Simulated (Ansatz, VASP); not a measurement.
**Two plane-wave programs on InGa3P4**

```
In Ga P
1.0
     5.38642    0.00000    0.00000
     0.00000    5.38642    0.00000
     0.00000    0.00000    5.38642
In Ga P
1 3 4
Direct
  0.50000 0.50000 0.50000
  0.00000 0.00000 0.50000
  0.00000 0.50000 0.00000
  0.50000 0.00000 0.00000
  0.76095 0.76095 0.76095
  0.76095 0.23905 0.23905
  0.23905 0.76095 0.23905
  0.23905 0.23905 0.76095
```

Alike in both runs: functional PBE; k mesh 6 × 6 × 6; occupations gaussian, width 0.02 eV; no spin polarisation.

Ansatz relaxed the structure, and its values are those at the end. VASP's run is a single point on that final structure, the one shown.

```csv
,VASP,Ansatz
version,VASP 6.6.1,Ansatz 0.2.0
potentials or method,"VASP PAW PBE potentials, release 64 (In_d, Ga_d, P), cutoff 520 eV","scalar-relativistic, plane waves, PAW"
valence electrons in the cell,72,72
```

|  | VASP | Ansatz | Ansatz less VASP |
| --- | --- | --- | --- |
| gap on the k mesh at the Fermi level (eV) | 1.45 | 1.45 | +0.003 |
| least direct gap on the mesh (eV) | 1.45 | 1.45 | +0.003 |
| pressure (GPa) | 12.0 | 12.2 | +0.14 |
| rms of the force components (eV/Å) | 0.004 | 0.003 | -0.0010 |

Ansatz's warnings: stress scf threshold loose.
